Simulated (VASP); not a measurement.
Input of a VASP 6.6.1 run:

INCAR

```
SYSTEM = Mg
PREC = Accurate
ENCUT = 520
EDIFF = 1E-8
ISMEAR = -1
SIGMA = 0.08
LREAL = .FALSE.
LASPH = .TRUE.
NELM = 80
ALGO = Normal
ISIF = 2
LWAVE = .FALSE.
LCHARG = .FALSE.
GGA = PE
LEFG = .TRUE.
NBANDS = 9
```

The input KPOINTS:

```
regular mesh
0
G
  12 12 7
  0 0 0
```

File POSCAR:

```
Mg
1.0
    3.1443151174      0.0000000000      0.0000000000
   -1.5721575586      2.7230567692      0.0000000000
    0.0000000000      0.0000000000      5.1048716881
Mg
2
Direct
    0.3333333333      0.6666666667      0.2500000000
    0.6666666667      0.3333333333      0.7500000000
```

Potentials or basis: VASP PAW PBE potentials, release 64 (Mg).

Command:

```sh
$ cat potpaw_PBE.64/Mg/POTCAR > POTCAR
$ mpirun -np 1 vasp_std > vasp.out
```

(1) Predict the band gap on the k mesh.

(2) Estimate the pressure.

Answers

(1) zero (band 2 reaches 3.91 eV, above the bottom of band 3 at 1.66 eV).

(2) 1.8 GPa.

Caveat: without QUAD_EFG the Cq values of the log hold for a quadrupole moment of 1 mb, not for the nuclei.
